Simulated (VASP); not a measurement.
# C (a cell with a defect) in VASP: a series of runs

The runs below take C (a cell with a defect) through single point, with PBEsol.

All numbers are computed with VASP 6.6.1; they aren't measurements. Logs are shortened: lines on timing, memory, paths and dates and some standing lists are left out, and cuts for length are marked.

## (1) The cell of the first run

The cell holds a defect, 15 atoms: a = 5.026 Å, b = 5.026 Å, c = 5.026 Å, α = 60.00°, β = 60.00°, γ = 60.00°.

## (2) Single point, PBEsol

The input, INCAR:

```
SYSTEM = C
  ALGO = Normal
  EDIFF = 1E-6
  ENCUT = 1000
  GGA = PS
  GGA_COMPAT = .False.
  ISIF = 2
  ISMEAR = 0
  LASPH = .True.
  LCHARG = .False.
  LREAL = Auto
  LWAVE = .False.
  NBANDS = 43
  NELM = 120
  PREC = Accurate
  SIGMA = 0.05
```

The input, KPOINTS:

```
k-points
0
Gamma
  6 6 6
  0 0 0
```

The input, POSCAR:

```
C
1.0
    0.0000000000      3.5537981836     -3.5537981836
   -3.5537981836      0.0000000000     -3.5537981836
   -3.5537981836      3.5537981836      0.0000000000
C
15
Direct
    0.2500000000      0.7500000000      0.2500000000
    0.7500000000      0.2500000000      0.2500000000
    0.2500000000      0.2500000000      0.2500000000
    0.7500000000      0.7500000000      0.7500000000
    0.2500000000      0.7500000000      0.7500000000
    0.7500000000      0.2500000000      0.7500000000
    0.2500000000      0.2500000000      0.7500000000
    0.8750000000      0.3750000000      0.3750000000
    0.3750000000      0.3750000000      0.3750000000
    0.8482284069      0.8482284069      0.2879181863
    0.3750000000      0.8750000000      0.3750000000
    0.8750000000      0.3750000000      0.8750000000
    0.3750000000      0.3750000000      0.8750000000
    0.8750000000      0.8750000000      0.8750000000
    0.3750000000      0.8750000000      0.8750000000
```

Potentials or basis: VASP PAW PBE potentials, release 64 (C_h).

Started as:

```bash
$ cat potpaw_PBE.64/C_h/POTCAR > POTCAR
$ mpirun -np 1 vasp_std > vasp.out
```

OUTCAR:

```text
SYSTEM = C
   EDIFF = 1E-6
   ENCUT = 1000
   GGA = PS
   ISIF = 2
   ISMEAR = 0
   LASPH = .True.
   LREAL = Auto
   NELM = 120
   PREC = Accurate

 ion  position               nearest neighbor table
   1  0.250  0.750  0.250-
   2  0.750  0.250  0.250-
   3  0.250  0.250  0.250-
   4  0.750  0.750  0.750-
   5  0.250  0.750  0.750-
   6  0.750  0.250  0.750-
   7  0.250  0.250  0.750-
   8  0.875  0.375  0.375-
   9  0.375  0.375  0.375-
  10  0.848  0.848  0.288-
  11  0.375  0.875  0.375-
  12  0.875  0.375  0.875-
  13  0.375  0.375  0.875-
  14  0.875  0.875  0.875-
  15  0.375  0.875  0.875-

  LATTYP: Found a face centered cubic cell.
 ALAT       =     7.1075963672

  Lattice vectors:

 A1 = (   0.0000000000,   3.5537981836,  -3.5537981836)
 A2 = (  -3.5537981836,   0.0000000000,  -3.5537981836)
 A3 = (  -3.5537981836,   3.5537981836,   0.0000000000)

Analysis of symmetry for initial positions (statically):
=====================================================================
 Subroutine PRICEL returns:
 Original cell was already a primitive cell.

 Routine SETGRP: Setting up the symmetry group for a
 face centered cubic supercell.

 Subroutine GETGRP returns: Found  2 space group operations
 (whereof  2 operations were pure point group operations)
 out of a pool of 48 trial point group operations.

The static configuration has the point symmetry C_1h.

Analysis of symmetry for dynamics (positions and initial velocities):
=====================================================================
 Subroutine PRICEL returns:
 Original cell was already a primitive cell.

 Routine SETGRP: Setting up the symmetry group for a
 face centered cubic supercell.

 Subroutine GETGRP returns: Found  2 space group operations
 (whereof  2 operations were pure point group operations)
 out of a pool of 48 trial point group operations.

The dynamic configuration has the point symmetry C_1h.

 Subroutine INISYM returns: Found  2 space group operations
 (whereof  2 operations are pure point group operations),
 and found     1 'primitive' translations

----------------------------------------------------------------------------------------

                                     Primitive cell

  volume of cell :      89.7653

  direct lattice vectors                    reciprocal lattice vectors
     0.000000000  3.553798184 -3.553798184     0.140694540  0.140694540 -0.140694540
    -3.553798184  0.000000000 -3.553798184    -0.140694540 -0.140694540 -0.140694540
    -3.553798184  3.553798184  0.000000000    -0.140694540  0.140694540  0.140694540

  length of vectors
     5.025829589  5.025829589  5.025829589     0.243690091  0.243690091  0.243690091

  position of ions in fractional coordinates (direct lattice)
     0.250000000  0.750000000  0.250000000
     0.750000000  0.250000000  0.250000000
     0.250000000  0.250000000  0.250000000
     0.750000000  0.750000000  0.750000000
     0.250000000  0.750000000  0.750000000
     0.750000000  0.250000000  0.750000000
     0.250000000  0.250000000  0.750000000
     0.875000000  0.375000000  0.375000000
     0.375000000  0.375000000  0.375000000
     0.848228407  0.848228407  0.287918186
     0.375000000  0.875000000  0.375000000
     0.875000000  0.375000000  0.875000000
     0.375000000  0.375000000  0.875000000
     0.875000000  0.875000000  0.875000000
     0.375000000  0.875000000  0.875000000

  ion indices of the primitive-cell ions
   primitive index   ion index
                 1           1
                 2           2
                 3           3
                 4           4
                 5           5
                 6           6
                 7           7
                 8           8
                 9           9
                10          10
                11          11
                12          12
                13          13
                14          14
                15          15

----------------------------------------------------------------------------------------

 KPOINTS: k-points

Automatic generation of k-mesh.
 Grid dimensions read from file:
 generate k-points for:    6    6    6

 Generating k-lattice:

  Cartesian coordinates                     Fractional coordinates (reciprocal lattice)
     0.023449090  0.023449090 -0.023449090     0.166666667  0.000000000  0.000000000
    -0.023449090 -0.023449090 -0.023449090     0.000000000  0.166666667  0.000000000
    -0.023449090  0.023449090  0.023449090     0.000000000  0.000000000  0.166666667

  Length of vectors
     0.040615015  0.040615015  0.040615015

  Shift w.r.t. Gamma in fractional coordinates (k-lattice)
     0.000000000  0.000000000  0.000000000

 Subroutine IBZKPT returns following result:
 ===========================================

 Found     68 irreducible k-points:

 Following reciprocal coordinates:
            Coordinates               Weight
  0.000000  0.000000  0.000000      1.000000
  0.166667  0.000000  0.000000      4.000000
  0.000000  0.000000  0.166667      2.000000
  0.166667  0.166667  0.166667      2.000000
  0.333333  0.000000  0.000000      4.000000
  0.000000  0.000000  0.333333      2.000000
[... 16 lines left out ...]
  0.166667  0.166667 -0.333333      2.000000
  0.500000  0.333333  0.500000      4.000000
 [... further k-points ...]
   k-points           NKPTS =     68   k-points in BZ     NKDIM =     68   number of bands    NBANDS=     43
   number of dos      NEDOS =    301   number of ions     NIONS =     15
   total plane-waves  NPLWV = 157464
   dimension x,y,z NGX =    54 NGY =   54 NGZ =   54
   dimension x,y,z NGXF=   108 NGYF=  108 NGZF=  108
   ions per type =              15
   NGX,Y,Z   is equivalent  to a cutoff of  17.86, 17.86, 17.86 a.u.
   NGXF,Y,Z  is equivalent  to a cutoff of  35.72, 35.72, 35.72 a.u.
 SYSTEM =  C
   PREC   = accura    normal or accurate (medium, high low for compatibility)
   ISTART =      0    job   : 0-new  1-cont  2-samecut
   ICHARG =      2    charge: 1-file 2-atom 10-const
   ISPIN  =      1    spin polarized calculation?
   LNONCOLLINEAR =      F non collinear calculations
   LSORBIT =      F    spin-orbit coupling
   LASPH  =      T    aspherical Exc in radial PAW
   ENCUT  = 1000.0 eV  73.50 Ry    8.57 a.u.  12.96 12.96 12.96*2*pi/ulx,y,z
   NELM   =    120;   NELMIN=  2; NELMDL= -5     # of ELM steps
   EDIFF  = 0.1E-05   stopping-criterion for ELM
   LREAL  =      T    real-space projection
   EDIFFG = 0.1E-04   stopping-criterion for IOM
   NSW    =      0    number of steps for IOM
   IBRION =     -1    ionic relax: 0-MD 1-quasi-New 2-CG
   NFREE  =      0    steps in history (QN), initial steepest desc. (CG)
   ISIF   =      2    stress and relaxation
   ISYM   =      2    0-nonsym 1-usesym 2-fastsym
   POTIM  = 0.5000    time-step for ionic-motion
   TEBEG  =    0.0;   TEEND  =   0.0 temperature during run
   PSTRESS=    0.0 pullay stress
   NELECT =      60.0000    total number of electrons
   NUPDOWN=      -1.0000    fix difference up-down
   EMIN   =  10.00;   EMAX   =-10.00  energy-range for DOS
   EFERMI =   0.00;   METHOD = LEGACY
   ISMEAR =     0;   SIGMA  =   0.05  broadening in eV -4-tet -1-fermi 0-gaus
   EFERMI_NEDOS =   21; number of points for ismear=-14 and -15
   IALGO  =     38    algorithm
   IMIX   =      4    mixing-type and parameters
     AMIX     =   0.40;   BMIX     =  1.00
     AMIX_MAG =   1.60;   BMIX_MAG =  1.00
  volume/ion in A,a.u.               =       5.98        40.38
  Fermi-wavevector in a.u.,A,eV,Ry     =   1.431383  2.704921 27.876392  2.048857
  Thomas-Fermi vector in A             =   2.551125
   LORBIT       =      0    0 simple, 1 ext, 2 COOP (PROOUT), +10 PAW based schemes
   GGA     = PS    functional components
   LHFCALC =     F    Hartree Fock is set to
   AEXX    =    0.0000 exact exchange contribution
   IVDW    =     0    specifies the selected vdW correction
   LEPSILON=     F    determine dielectric tensor
   LRPA    =     F    only Hartree local field effects (RPA)
 non-spin polarized calculation
 Gauss-broadening in eV      SIGMA  =   0.05
  energy-cutoff  :     1000.00
  volume of cell :       89.77
 maximum number of plane-waves:      6470
 NGX is ok and might be reduce to    54
   NGX = 25   NGY = 25   NGZ = 25

 number of electron      60.0000000 magnetization

 Free energy of the ion-electron system (eV)
  ---------------------------------------------------
  ext. energy  EPLUGINS =         0.00000000
  ---------------------------------------------------
  free energy    TOTEN  =      -135.59082125 eV

  energy without entropy =     -135.58858011  energy(sigma->0) =     -135.58970068

 E-fermi :  10.4969     XC(G=0): -13.3626

 val. band max:       10.4853126422   @ k =   0.3333   0.0000   0.5000
 cond. band min:      10.5067113973   @ k =  -0.3333   0.3333  -0.3333
 fundamental gap:      0.0213987551
 Fermi energy:        10.4968792282

 k-point     1 :       0.0000    0.0000    0.0000
  band No.  band energies     occupation
      1     -10.9186      2.00000
      2      -5.4019      2.00000
      3      -5.3828      2.00000
      4      -5.1615      2.00000
      5      -4.3092      2.00000
      6      -3.1785      2.00000
[... 34 lines left out ...]
     41      16.7960      0.00000
     42      17.5261      0.00000
[... 994 lines left out ...]
      2      -8.6625      2.00000
      3      -6.5710      2.00000
      4      -5.9363      2.00000
      5      -5.1593      2.00000
      6      -3.9498      2.00000
[... 34 lines left out ...]
     41      18.5646      0.00000
     42      19.0835      0.00000

 [... further k-points ...]

 [bands above 42 left out]

------------------------ aborting loop because EDIFF is reached ----------------------------------------

  FORCE on cell =-STRESS in cart. coord.  units (eV):
  Direction    XX          YY          ZZ          XY          YZ          ZX
  --------------------------------------------------------------------------------------
  -------------------------------------------------------------------------------------
  Total       -7.7107943     -7.7107943     -4.3159235      7.9060017      7.9856971     -7.9856972
  in kB     -137.6262963   -137.6262963    -77.0328635    141.1104597    142.5329056   -142.5329061
  external PRESSURE =    -117.4284854 kB  Pullay stress =       0.0000000 kB

 VOLUME and BASIS-vectors are now :
 -----------------------------------------------------------------------------
  energy-cutoff  :     1000.00
  volume of cell :       89.77
      direct lattice vectors                 reciprocal lattice vectors
     0.000000000  3.553798184 -3.553798184     0.140694540  0.140694540 -0.140694540
    -3.553798184  0.000000000 -3.553798184    -0.140694540 -0.140694540 -0.140694540
    -3.553798184  3.553798184  0.000000000    -0.140694540  0.140694540  0.140694540

 POSITION                                       TOTAL-FORCE (eV/Angst)
 -----------------------------------------------------------------------------------
     -3.55380      1.77690     -3.55380         2.376289     -0.220518     -0.224570
     -1.77690      3.55380     -3.55380         0.220518     -2.376289     -0.224570
     -1.77690      1.77690     -1.77690        -0.105271      0.105271     -0.686963
     -5.33070      5.33070     -5.33070        -0.717618      0.717618      2.305062
     -5.33070      3.55380     -3.55380         0.313405      0.452264     -0.538549
     -3.55380      5.33070     -3.55380        -0.452264     -0.313405     -0.538549
     -3.55380      3.55380     -1.77690        -0.058812      0.058812      0.018490
     -2.66535      4.44225     -4.44225         2.042419      2.606508      2.285798
     -2.66535      2.66535     -2.66535         0.041260     -0.041260     -0.045547
     -4.03764      4.03764     -6.02887        -2.794940      2.794940     -0.725045
     -4.44225      2.66535     -4.44225        -2.606508     -2.042419      2.285798
     -4.44225      6.21915     -4.44225        -0.113990     -0.664449     -0.590996
     -4.44225      4.44225     -2.66535         0.066609     -0.066609      0.133655
     -6.21915      6.21915     -6.21915         1.124451     -1.124451     -2.863020
     -6.21915      4.44225     -4.44225         0.664449      0.113990     -0.590996
 -----------------------------------------------------------------------------------
    total drift:                                0.000101     -0.000101      0.000312

  FREE ENERGIE OF THE ION-ELECTRON SYSTEM (eV)
  ---------------------------------------------------
  free  energy   TOTEN  =      -135.5908212510 eV

  energy  without entropy=     -135.5885801083  energy(sigma->0) =     -135.58970068
```

Run time: 13 min. Hardware: 1 thread of Intel Xeon Platinum 8488C (Sapphire Rapids), shared host; peak memory 0.65 GiB.

Results:

* Free energy: -135.5908 eV
* Pressure: -11.7 GPa
* Largest force: 4.024 eV/Å
* Band gap on the k mesh: zero (bands 30 and 31 overlap by 2.68 eV)

Forces on the atoms (eV/Å):
```
C    2.376 -0.221 -0.225
C    0.221 -2.376 -0.225
C   -0.105  0.105 -0.687
C   -0.718  0.718  2.305
C    0.313  0.452 -0.539
C   -0.452 -0.313 -0.539
C   -0.059  0.059  0.018
C    2.042  2.607  2.286
C    0.041 -0.041 -0.046
C   -2.795  2.795 -0.725
C   -2.607 -2.042  2.286
C   -0.114 -0.664 -0.591
C    0.067 -0.067  0.134
C    1.124 -1.124 -2.863
C    0.664  0.114 -0.591
```

Levels at points of the mesh, in eV from the Fermi level:
```csv
k point,band 26,band 27,band 28,band 29,band 30,band 31,band 32,band 33,band 34,band 35
"(0.00, 0.00, 0.00)",-1.92,-1.48,-1.43,-1.23,2.36,2.48,2.87,3.38,3.97,4.14
"(0.50, 0.00, 0.00)",-3.64,-2.96,-2.38,-1.98,-1.97,1.79,2.81,3.59,4.87,5.61
"(0.00, 0.00, 0.50)",-3.65,-3.13,-2.64,-1.97,-1.96,1.97,2.33,4.48,4.53,5.48
"(0.50, 0.50, 0.50)",-3.85,-3.82,-1.41,-1.12,-0.37,0.20,0.67,5.65,5.96,6.07
"(0.50, 0.50, 0.00)",-3.87,-3.63,-3.40,-1.99,-1.75,-0.06,2.23,3.28,4.72,6.08
"(0.00, 0.50, 0.50)",-3.93,-3.69,-3.35,-1.72,-1.51,-0.27,1.64,3.96,4.65,6.45
```

Caveat: the cell differs from its parent crystal (atoms taken out, atom 10 moved 0.375 of the way to it and -0.175 Å across, host rigid); the PAW data sets were made with another functional, which shifts forces and pressure a little.

## (3) Single point, PBEsol

The input, INCAR:

```
SYSTEM = C
ALGO     = Normal         ! electronic algorithm
EDIFF    = 1E-6           ! SCF threshold, eV
ENCUT    = 520            ! plane-wave cutoff, eV
GGA      = PS             ! functional
ISIF     = 2              ! what is computed and relaxed
ISMEAR   = 0              ! smearing method
LASPH    = .TRUE.         ! aspherical terms in the spheres
LCHARG   = .FALSE.        ! write CHGCAR
LREAL    = Auto         
LWAVE    = .FALSE.        ! write WAVECAR
NBANDS   = 43             ! bands
NELM     = 100            ! most SCF steps
PREC     = Accurate       ! precision mode
SIGMA    = 0.05           ! smearing width, eV
```

The input, KPOINTS:

```
k-points
0
G
  6 6 6
  0 0 0
```

POSCAR, as its differences from that of step 2:

```diff
@@ -17,3 +17,3 @@
     0.3750000000      0.3750000000      0.3750000000
-    0.8482284069      0.8482284069      0.2879181863
+    0.8504181863      0.8504181863      0.4710386275
     0.3750000000      0.8750000000      0.3750000000
```

Potentials or basis: VASP PAW PBE potentials, release 64 (C).

Started as:

```bash
$ cat potpaw_PBE.64/C/POTCAR > POTCAR
$ mpirun -np 1 vasp_std > vasp.out
```

It took 8.7 min on 1 thread of AMD EPYC 7R43 (Zen 3), shared host; peak memory 0.28 GiB.

It converged, with:

| Property | Result |
| --- | --- |
| Free energy | -134.6378 eV |
| Pressure | 9.5 GPa |
| Largest force | 29.551 eV/Å |
| Band gap on the k mesh | zero (bands 30 and 31 overlap by 1.57 eV) |

Forces in eV/Å, atoms in the order of the input:
```
C    -0.894   1.596   1.317
C    -1.596   0.894   1.317
C    -0.045   0.045  -0.658
C   -12.197  12.197  15.013
C     0.317   0.490  -0.090
C    -0.490  -0.317  -0.090
C     0.078  -0.078  -0.229
C     1.452   1.257   1.388
C     0.107  -0.107  -0.343
C    14.971 -14.971 -20.616
C    -1.257  -1.452   1.388
C     0.784   1.662   1.566
C    -0.060   0.060   0.046
C     0.490  -0.490  -1.577
C    -1.662  -0.784   1.566
```

Stress tensor (GPa, compression positive):
```
 11.49 -15.98 -12.35
-15.98  11.49  12.35
-12.35  12.35   5.38
```

Levels at points of the mesh, in eV from the Fermi level:
```tsv
k point	band 28	band 29	band 30	band 31	band 32	band 33
(0.00, 0.00, 0.00)	-2.20	-1.90	1.34	1.55	1.59	2.91
(0.50, 0.00, 0.00)	-2.83	-2.80	-1.99	0.74	1.23	3.68
(0.00, 0.00, 0.50)	-3.34	-3.20	-2.41	1.18	1.35	4.69
(0.50, 0.50, 0.50)	-3.79	-1.89	-1.65	0.96	1.30	3.44
(0.50, 0.50, 0.00)	-3.21	-3.09	-1.90	0.23	0.55	3.78
(0.00, 0.50, 0.50)	-4.10	-2.78	-2.21	0.09	1.03	2.86
```

Caveat: the cell differs from its parent crystal (atoms taken out, atom 10 moved -0.125 of the way to it and +0.350 Å across, host rigid); the PAW data sets were made with another functional, which shifts forces and pressure a little.

## (4) Single point, PBEsol

The input, INCAR:

```
ALGO = Normal
EDIFF = 1E-6
ENCUT = 520
GGA = PS
ISIF = 2
ISMEAR = 0
LASPH = T
LCHARG = F
LREAL = Auto
LWAVE = F
NBANDS = 43
NELM = 100
PREC = Accurate
SIGMA = 0.05
```

The input, KPOINTS:

```
k-points
0
Gamma
  6 6 6
```

POSCAR, as its differences from that of step 3:

```diff
@@ -17,3 +17,3 @@
     0.3750000000      0.3750000000      0.3750000000
-    0.8504181863      0.8504181863      0.4710386275
+    0.9308318137      0.9308318137      0.3102113725
     0.3750000000      0.8750000000      0.3750000000
```

Started as:

```bash
$ cat potpaw_PBE.64/C/POTCAR > POTCAR
$ mpirun -np 1 vasp_std > vasp.out
```

Wall time 8.4 min (1 thread of AMD EPYC 7R43 (Zen 3), shared host); peak memory 0.28 GiB.

It converged, with:

```
Free energy            : -136.6324 eV
Pressure               : 2.9 GPa
Largest force          : 10.362 eV/Å
Band gap on the k mesh : zero (bands 30 and 31 overlap by 1.61 eV)
```

Forces on the atoms (eV/Å):
```
C    3.288  2.011 -3.558
C   -2.011 -3.288 -3.558
C    0.082 -0.082 -0.707
C   -0.323  0.323 -0.883
C   -0.020  0.530  0.100
C   -0.530  0.020  0.100
C   -0.028  0.028  0.000
C    0.727  1.267  1.196
C   -0.048  0.048  1.019
C   -2.971  2.971  9.472
C   -1.267 -0.727  1.196
C   -0.001 -1.617 -1.459
C   -0.004  0.004 -0.058
C    1.489 -1.489 -1.401
C    1.617  0.001 -1.459
```

Stress tensor (GPa, compression positive):
```
 0.63  5.99  1.97
 5.99  0.63 -1.97
 1.97 -1.97  7.49
```

Levels at points of the mesh, in eV from the Fermi level:
```csv
k point,band 28,band 29,band 30,band 31,band 32,band 33
"(0.00, 0.00, 0.00)",-2.28,-1.81,1.28,1.55,1.58,2.76
"(0.50, 0.00, 0.00)",-3.07,-2.96,-2.27,0.87,1.42,3.89
"(0.00, 0.00, 0.50)",-2.75,-2.71,-1.95,0.90,1.09,4.21
"(0.50, 0.50, 0.50)",-3.74,-2.06,-1.43,1.00,1.30,3.13
"(0.50, 0.50, 0.00)",-4.25,-2.88,-2.44,0.47,0.76,3.32
"(0.00, 0.50, 0.50)",-3.59,-2.66,-2.04,-0.05,0.98,3.17
```

Caveat: the cell differs from its parent crystal (atoms taken out, atom 10 moved -0.125 of the way to it and -0.350 Å across, host rigid); the PAW data sets were made with another functional, which shifts forces and pressure a little.

[end of part 1 of 2]

The gap in the log of VASP goes by the Fermi energy; the results here count the filled bands.